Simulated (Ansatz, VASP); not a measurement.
**ZnSn2N2 in VASP and in Ansatz**

```
CELL_PARAMETERS angstrom
1.62821 0.94005 9.55005
-1.62821 0.94005 9.55005
0.00000 -1.88010 9.55005
ATOMIC_POSITIONS crystal
Zn 0.00000 0.00000 0.00000
Sn 0.75777 0.75777 0.75777
Sn 0.24223 0.24223 0.24223
N 0.37954 0.37954 0.37954
N 0.62046 0.62046 0.62046
```

Alike in both runs: functional PBE; k mesh 4 × 4 × 4; occupations gaussian, width 0.15 eV; no spin polarisation.

Ansatz relaxed the structure, and its values are those at the end. VASP's run is a single point on that final structure, the one shown.

|  | VASP | Ansatz |
| --- | --- | --- |
| version | VASP 6.6.1 | Ansatz 0.2.0 |
| potentials or method | VASP PAW PBE potentials, release 64 (Zn, Sn_d, N), cutoff 520 eV | scalar-relativistic, plane waves, PAW |
| valence electrons in the cell | 50 | 50 |

|  | VASP | Ansatz | Ansatz less VASP |
| --- | --- | --- | --- |
| gap on the k mesh at the Fermi level (eV) | 0.47 | 0.48 | +0.009 |
| least direct gap on the mesh (eV) | 1.21 | 1.22 | +0.010 |
| pressure (GPa) | 0.3 | 0.1 | -0.16 |
| rms of the force components (eV/Å) | 0.009 | 0.005 | -0.0035 |

The k mesh is coarse, so the values compare programs but aren't converged.
